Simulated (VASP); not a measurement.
Wanted: the native input for a VASP 6.6.1 run.

```yaml
Task: single point
Functional: r2SCAN
Potentials_or_basis: VASP PAW PBE potentials, release 64 (Nb_sv)
Cutoff: 520 eV
k_mesh: 20 × 20 × 20
Occupations: gaussian, width 0.15 eV
Spin: no spin polarisation
Dipole_correction: no
Further_INCAR_settings: ALGO = Normal; EDIFF = 1e-06; NBANDS = 12
```

Nb:

```
CELL_PARAMETERS angstrom
0.00000 1.94580 2.11500
1.94580 0.00000 2.11500
1.94580 1.94580 0.00000
ATOMIC_POSITIONS crystal
Nb 0.00000 0.00000 0.00000
```

This cell differs from its parent crystal: strain -0.080 along x and y, +0.000 along z.

These files were run (other wordings do the same):

POSCAR

```
Nb
1.0
    0.0000000000      1.9458000000      2.1150000000
    1.9458000000      0.0000000000      2.1150000000
    1.9458000000      1.9458000000      0.0000000000
Nb
1
Direct
    0.0000000000      0.0000000000      0.0000000000
```

INCAR.step1

```
SYSTEM = Nb
  PREC = Accurate
  ENCUT = 520
  ISMEAR = 0
  SIGMA = 0.15
  LREAL = .False.
  LASPH = .True.
  NELM = 60
  NBANDS = 12
  GGA = PE
  ALGO = Normal
  EDIFF = 1E-4
  LWAVE = .True.
  LCHARG = .False.
```

INCAR.step2

```
SYSTEM = Nb
  PREC = Accurate
  ENCUT = 520
  EDIFF = 1E-6
  ISMEAR = 0
  SIGMA = 0.15
  LREAL = .False.
  LASPH = .True.
  NELM = 60
  ALGO = Normal
  ISIF = 2
  LWAVE = .False.
  LCHARG = .False.
  METAGGA = R2SCAN
  LMIXTAU = .True.
  NBANDS = 12
  ISTART = 1
```

KPOINTS

```
regular mesh
0
Gamma
  20 20 20
  0 0 0
```

Potentials or basis: VASP PAW PBE potentials, release 64 (Nb_sv).

Launch:

```bash
$ cat potpaw_PBE.64/Nb_sv/POTCAR > POTCAR
$ cp INCAR.step1 INCAR
$ mpirun -np 1 vasp_std > vasp.out
$ cp INCAR.step2 INCAR
$ mpirun -np 1 vasp_std > vasp.out
```

Results of the run:

The pressure is 32.3 GPa and the band gap on the k mesh is zero (an odd number of electrons rules out a gap without spin polarisation).

Caveat: the cell differs from its parent crystal (strain -0.080 along x and y, +0.000 along z); the stress differs along the axes, from 24 to 48 GPa; the PAW data sets were made with another functional, which shifts forces and pressure a little.

It took 5.6 min on 1 thread of AMD EPYC 9R45 96-Core Processor (Zen 5) (shared host), peak memory 0.2 GiB.
